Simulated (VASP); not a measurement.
# SrO (P1) in VASP: further runs, part 2 of 2

VASP 6.6.1. The steps go on from the part before.

## (3) Single point, PBE (dynamics (nvt langevin) at 2200 K, volume x 1.08, from the last frame before)

Input file INCAR:

```
ALGO = Normal ; EDIFF = 1E-6
ENCUT = 520 ; GGA = PE
ISIF = 2 ; ISMEAR = -1
LASPH = True ; LCHARG = False
LREAL = Auto ; LWAVE = False
NBANDS = 78 ; NELM = 100
PREC = Accurate ; SIGMA = 0.1896
```

Input file KPOINTS:

```
Automatic mesh
0
Gamma
  2 2 2
  0.5 0.5 0.5
```

Input file POSCAR:

```
SrO
1.0
   -2.1932833425      3.7988781846      5.2895660542
   -2.1932833425      3.7988781846     -5.2895660542
   -6.5798500275     -3.7988781846      0.0000000000
Sr O
8 8
Direct
    0.9419171195     -0.0016289009      0.3140665067
    0.4597210554      0.5371489570      0.3613484498
    0.7461020132      0.7983630110      0.8220288558
    0.2443407953      0.2641503598      0.8091904523
    0.4478334335      0.0671878419      0.1604634469
    0.9299946315      0.5274391141      0.1792519340
    0.1897625768      0.7639866187      0.6743167030
    0.7158462659      0.2724382480      0.7018778572
    0.7318068432      0.2327950201      0.2863663751
    0.1764833492      0.7222736787      0.3567535995
    0.5083344199      0.0018607371      0.8375702239
    1.0283533398      0.4898322266      0.7884174966
    0.7310780151      0.7424301750      0.1957736158
    0.1897223356      0.2558755883      0.1391935215
    0.5445166223      0.5603723654      0.6600037037
    0.9809824284      0.0168976722      0.6435697136
```

Potentials or basis: VASP PAW PBE potentials, release 64 (Sr_sv, O).

Command:

```
$ cat potpaw_PBE.64/Sr_sv/POTCAR potpaw_PBE.64/O/POTCAR > POTCAR
$ mpirun -np 1 vasp_std > vasp.out
```

OUTCAR:

```text
EDIFF = 1E-6
   ENCUT = 520
   GGA = PE
   ISIF = 2
   ISMEAR = -1
   LASPH = True
   LREAL = Auto
   NELM = 100
   PREC = Accurate

 ion  position               nearest neighbor table
   1  0.942  0.998  0.314-  13 2.25   9 2.36  16 2.52  14 2.58  10 2.73   6 3.38   5 3.61   5 3.70
                             7 3.74   6 3.79   8 3.97   3 4.12   2 4.16   3 4.23   4 4.52   4 4.58
   2  0.460  0.537  0.361-  15 2.34  13 2.46  10 2.51  14 2.95   9 3.11   6 3.53   7 3.55   5 3.56
                             8 3.78   6 3.88   5 3.96   4 4.03   1 4.16   3 4.25   1 4.65   4 4.72
   3  0.746  0.798  0.822-  15 2.30  11 2.34  16 2.41  13 2.86  12 3.14   7 3.30   8 3.43   6 3.65
                             8 3.70   7 3.95   5 3.95   1 4.12   1 4.23   4 4.23   2 4.25   4 4.55
   4  0.244  0.264  0.809-  12 2.34  14 2.53  16 2.57  11 2.79  15 2.85   8 3.33   5 3.41   7 3.54
                             7 3.67   8 3.73   2 4.03   6 4.16   3 4.23   1 4.52   3 4.55   1 4.58
   5  0.448  0.067  0.160-   9 2.28  14 2.39  11 2.54  10 3.11  13 3.23   4 3.41   2 3.56   1 3.61
                             1 3.70   3 3.95   2 3.96   8 4.07   6 4.14   7 4.45   8 4.62   7 4.62
   6  0.930  0.527  0.179-  13 2.19   9 2.37  10 2.38  14 2.83  12 3.07   1 3.38   2 3.53   3 3.65
                             1 3.79   2 3.88   5 4.14   4 4.16   8 4.18   7 4.35   7 4.41   8 4.48
   7  0.190  0.764  0.674-  12 2.18  10 2.43  16 2.46  11 2.77  15 3.03   3 3.30   4 3.54   2 3.55
                             4 3.67   1 3.74   3 3.95   8 4.24   6 4.35   6 4.41   5 4.45   8 4.54
   8  0.716  0.272  0.702-  11 2.36  12 2.47  15 2.50  16 2.79   9 3.17   4 3.33   3 3.43   3 3.70
                             4 3.73   2 3.78   1 3.97   5 4.07   6 4.18   7 4.24   6 4.48   7 4.54
   9  0.732  0.233  0.286-   5 2.28   1 2.36   6 2.37   2 3.11   8 3.17
  10  0.176  0.722  0.357-   6 2.38   7 2.43   2 2.51   1 2.73   5 3.11
  11  0.508  0.002  0.838-   3 2.34   8 2.36   5 2.54   7 2.77   4 2.79
  12  0.028  0.490  0.788-   7 2.18   4 2.34   8 2.47   6 3.07   3 3.14
  13  0.731  0.742  0.196-   6 2.19   1 2.25   2 2.46   3 2.86   5 3.23
  14  0.190  0.256  0.139-   5 2.39   4 2.53   1 2.58   6 2.83   2 2.95
  15  0.545  0.560  0.660-   3 2.30   2 2.34   8 2.50   4 2.85   7 3.03
  16  0.981  0.017  0.644-   3 2.41   7 2.46   1 2.52   4 2.57   8 2.79

  LATTYP: Found a base centered orthorhombic cell.
 ALAT       =     8.7731333700
 B/A-ratio  =     1.2058556119
 C/A-ratio  =     0.8660254038

  Lattice vectors:

 A1 = (  -2.1932833425,   3.7988781846,   5.2895660542)
[... 170 lines left out ...]
 maximum number of plane-waves:      9494
 NGX is ok and might be reduce to    54
   NGX = 25   NGY = 25   NGZ = 29

 number of electron     127.9999985 magnetization

 Free energy of the ion-electron system (eV)
  ---------------------------------------------------
  ext. energy  EPLUGINS =         0.00000000
  ---------------------------------------------------
  free energy    TOTEN  =       -91.82887224 eV

  energy without entropy =      -91.82457303  energy(sigma->0) =      -91.82672263

 E-fermi :   2.0917     XC(G=0):  -8.5756

 val. band max:        0.5563502190   @ k =  -0.2500  -0.2500   0.2500
 cond. band min:       3.4237462682   @ k =   0.2500  -0.2500   0.2500
 fundamental gap:      2.8673960492
 Fermi energy:         2.0916922846

 k-point     1 :       0.2500    0.2500    0.2500
  band No.  band energies     occupation
      1     -32.6623      2.00000
      2     -32.5847      2.00000
      3     -32.4255      2.00000
      4     -32.2971      2.00000
      5     -32.2259      2.00000
      6     -31.8492      2.00000
[... 305 lines left out ...]
     75       6.4932      0.00000
     76       6.6934      0.00000
 [bands above 76 left out]

------------------------ aborting loop because EDIFF is reached ----------------------------------------

  FORCE on cell =-STRESS in cart. coord.  units (eV):
  Direction    XX          YY          ZZ          XY          YZ          ZX
  --------------------------------------------------------------------------------------
  -------------------------------------------------------------------------------------
  Total       -0.9317533      2.7400818      5.1111423     -2.9681601     -1.8862044      0.6472091
  in kB       -4.2340050     12.4512791     23.2256788    -13.4876957     -8.5711519      2.9410000
  external PRESSURE =      10.4809843 kB  Pullay stress =       0.0000000 kB

 VOLUME and BASIS-vectors are now :
 -----------------------------------------------------------------------------
  energy-cutoff  :      520.00
  volume of cell :      352.58
      direct lattice vectors                 reciprocal lattice vectors
    -2.193283343  3.798878185  5.289566054    -0.056992180  0.098713352  0.094525712
    -2.193283343  3.798878185 -5.289566054    -0.056992180  0.098713352 -0.094525712
    -6.579850028 -3.798878185  0.000000000    -0.113984361 -0.065808901  0.000000000

 POSITION                                       TOTAL-FORCE (eV/Angst)
 -----------------------------------------------------------------------------------
     -6.32211      6.17782     -0.29862        -1.538023      0.932654     -0.085317
     -4.56404      2.41427     -0.40956         1.003036      0.472454     -0.583813
     -8.79628      2.74445     -0.27644        -0.379003     -0.795279     -0.197507
     -6.43962     -1.14232     -0.10478        -0.135131     -0.523949     -1.076473
     -2.18541      1.34692      2.01345         0.644005     -0.989460      1.192403
     -4.37602      4.85566      2.12934         0.459997      0.357986      3.209023
[... 8 lines left out ...]
     -6.76606      1.69007     -0.08387         0.538431     -1.359661      0.365763
     -6.42323      1.34598      5.09959        -0.734093     -0.094261     -0.192268
 -----------------------------------------------------------------------------------
    total drift:                               -0.009956      0.003451      0.003571

  FREE ENERGIE OF THE ION-ELECTRON SYSTEM (eV)
  ---------------------------------------------------
  free  energy   TOTEN  =       -91.8288722392 eV

  energy  without entropy=      -91.8245730291  energy(sigma->0) =      -91.82672263
```

Wall time 5.5 min (1 thread of Intel Xeon 6975P-C, shared host); peak memory 0.44 GiB.

What came out:

```
Free energy            : -91.8289 eV
Pressure               : 1.0 GPa
Largest force          : 3.262 eV/Å
Band gap on the k mesh : 2.87 eV, indirect (least direct gap 2.97 eV)
```

Forces on the atoms (eV/Å):
```
Sr  -1.538  0.933 -0.085
Sr   1.003  0.472 -0.584
Sr  -0.379 -0.795 -0.198
Sr  -0.135 -0.524 -1.076
Sr   0.644 -0.989  1.192
Sr   0.460  0.358  3.209
Sr  -0.042  2.139  0.517
Sr   0.396  1.872  0.921
O   -0.705 -0.571 -1.331
O   -0.445  0.864  0.235
O   -0.191 -0.259 -1.286
O   -0.160 -1.853 -0.657
O    1.420 -0.599 -1.733
O   -0.133  0.406  0.701
O    0.538 -1.360  0.366
O   -0.734 -0.094 -0.192
```

Caveat: forces of over 1 eV/Å act on the atoms, so gaps and moduli don't describe the material at rest.

## (4) Single point, PBE (dynamics (nvt langevin) at 2200 K, volume x 1.08, from the last frame before)

Input file INCAR:

```
PREC = Accurate ; ENCUT = 520
EDIFF = 1E-6 ; ISMEAR = -1
SIGMA = 0.1896 ; LREAL = Auto
LASPH = T ; NELM = 100
ALGO = Normal ; ISIF = 2
LWAVE = F ; LCHARG = T
GGA = PE ; LELF = T
LVHAR = T ; NBANDS = 78
```

KPOINTS is that of step 3.

Input file POSCAR:

```
SrO
1.0
   -2.1932833425      3.7988781846      5.2895660542
   -2.1932833425      3.7988781846     -5.2895660542
   -6.5798500275     -3.7988781846      0.0000000000
Sr O
8 8
Direct
    0.9354266171     -0.0008382767      0.3101882189
    0.4681270947      0.5382509945      0.3576850066
    0.7640354125      0.8018186631      0.8287633178
    0.2452011186      0.2471729250      0.7985939178
    0.4501265867      0.0807934543      0.1483507852
    0.9311493504      0.5331894840      0.1774678787
    0.1738230949      0.7577070976      0.6633568132
    0.7164752178      0.2546403575      0.7132681392
    0.6928401781      0.2492703321      0.3111695104
    0.1845283251      0.7479045963      0.3591713178
    0.4918009724      0.0188408138      0.8642622328
    1.0008038669      0.4948336280      0.8402571750
    0.7119844590      0.7441409721      0.1804988476
    0.2080744658      0.2398455030      0.1271228964
    0.5628525091      0.5395740400      0.6609135764
    0.9773845578      0.0352736268      0.6597095153
```

Potentials or basis: VASP PAW PBE potentials, release 64 (Sr_sv, O).

Command:

```
$ cat potpaw_PBE.64/Sr_sv/POTCAR potpaw_PBE.64/O/POTCAR > POTCAR
$ mpirun -np 1 vasp_std > vasp.out
```

OUTCAR:

```text
PREC = Accurate
   ENCUT = 520
   EDIFF = 1E-6
   ISMEAR = -1
   LREAL = Auto
   LASPH = T
   NELM = 100
   ISIF = 2
   GGA = PE

 ion  position               nearest neighbor table
   1  0.935  0.999  0.310-  13 2.32   9 2.61  14 2.65  10 2.67  16 2.68   6 3.35   5 3.69   5 3.69
                             7 3.69   6 3.81   8 3.96   3 4.00   2 4.09   3 4.26   4 4.46   4 4.60
   2  0.468  0.538  0.358-  15 2.39  13 2.40  10 2.63   9 2.75  14 3.02   6 3.47   5 3.50   7 3.59
                             8 3.90   6 3.93   4 4.05   5 4.08   1 4.09   3 4.34   3 4.71   1 4.72
   3  0.764  0.802  0.829-  16 2.35  15 2.42  11 2.61  13 2.72  12 2.89   7 3.15   8 3.31   6 3.54
                             8 3.82   5 3.97   1 4.00   4 4.08   7 4.20   1 4.26   2 4.34   2 4.71
   4  0.245  0.247  0.799-  16 2.37  14 2.51  11 2.56  12 2.62  15 2.88   8 3.29   5 3.31   7 3.46
                             8 3.70   7 3.77   2 4.05   3 4.08   6 4.29   1 4.46   1 4.60   3 4.72
   5  0.450  0.081  0.148-  14 2.16   9 2.22  11 2.23  10 3.10  13 3.19   4 3.31   2 3.50   1 3.69
                             1 3.69   8 3.86   3 3.97   2 4.08   6 4.10   7 4.53   6 4.69   7 4.72
   6  0.931  0.533  0.177-  13 2.28  10 2.48   9 2.52  12 2.63  14 3.04   1 3.35   2 3.47   3 3.54
                             1 3.81   2 3.93   5 4.10   8 4.15   7 4.22   4 4.29   7 4.41   8 4.62
   7  0.174  0.758  0.663-  10 2.31  12 2.39  16 2.53  11 2.98   3 3.15  15 3.30   4 3.46   2 3.59
[... 525 lines left out ...]
     76       6.7693      0.00000
 [bands above 76 left out]

------------------------ aborting loop because EDIFF is reached ----------------------------------------

  FORCE on cell =-STRESS in cart. coord.  units (eV):
  Direction    XX          YY          ZZ          XY          YZ          ZX
  --------------------------------------------------------------------------------------
  -------------------------------------------------------------------------------------
  Total        1.6995195      0.5247527      3.9604213     -0.4977251      0.5495958     -0.2101033
  in kB        7.7228319      2.3845429     17.9966567     -2.2617261      2.4974332     -0.9547362
  external PRESSURE =       9.3680105 kB  Pullay stress =       0.0000000 kB

 VOLUME and BASIS-vectors are now :
 -----------------------------------------------------------------------------
  energy-cutoff  :      520.00
  volume of cell :      352.58
      direct lattice vectors                 reciprocal lattice vectors
    -2.193283343  3.798878185  5.289566054    -0.056992180  0.098713352  0.094525712
    -2.193283343  3.798878185 -5.289566054    -0.056992180  0.098713352 -0.094525712
    -6.579850028 -3.798878185  0.000000000    -0.113984361 -0.065808901  0.000000000

 POSITION                                       TOTAL-FORCE (eV/Angst)
 -----------------------------------------------------------------------------------
     -6.28409      6.17090     -0.33713        -1.202962      0.872216     -0.670242
     -4.56079      2.46431     -0.37092         0.662235      0.185087     -0.165779
     -8.88750      2.80012     -0.19986         0.318645     -2.398961     -0.629896
     -6.33454     -1.16329     -0.01043        -1.065892     -0.032413     -1.666999
     -2.14058      1.45333      1.95361        -0.469090     -2.341918      2.428990
     -4.37942      4.88867      2.10504         0.463882     -0.027480      2.581889
[... 8 lines left out ...]
     -6.76665      1.67725      0.12313         0.201357     -0.711631     -0.627130
     -6.56184      1.34081      4.98336         0.353589      0.051728      0.450419
 -----------------------------------------------------------------------------------
    total drift:                               -0.003363      0.005385     -0.003184

  FREE ENERGIE OF THE ION-ELECTRON SYSTEM (eV)
  ---------------------------------------------------
  free  energy   TOTEN  =       -91.6622558190 eV

  energy  without entropy=      -91.6580067498  energy(sigma->0) =      -91.66013128
```

Run time: 5.1 min. Hardware: 1 thread of Intel Xeon 6975P-C, shared host; peak memory 0.44 GiB.

Results:

* Free energy: -91.6623 eV
* Pressure: 0.9 GPa
* Largest force: 3.407 eV/Å
* Band gap on the k mesh: 2.76 eV, indirect (least direct gap 2.84 eV)

Forces in eV/Å, atoms in the order of the input:
```
Sr  -1.203  0.872 -0.670
Sr   0.662  0.185 -0.166
Sr   0.319 -2.399 -0.630
Sr  -1.066 -0.032 -1.667
Sr  -0.469 -2.342  2.429
Sr   0.464 -0.027  2.582
Sr  -0.662  0.687  1.006
Sr   0.301  2.334  0.155
O   -1.622  0.828  0.080
O    0.254  0.102  0.066
O    1.850  0.563  0.105
O    0.094  0.095 -0.644
O    0.464  0.313 -0.609
O    0.060 -0.518 -1.862
O    0.201 -0.712 -0.627
O    0.354  0.052  0.450
```

Stress tensor (GPa, compression positive):
```
 0.77 -0.23 -0.10
-0.23  0.24  0.25
-0.10  0.25  1.80
```

Caveat: forces of over 1 eV/Å act on the atoms, so gaps and moduli don't describe the material at rest. A k mesh can miss the band edges.
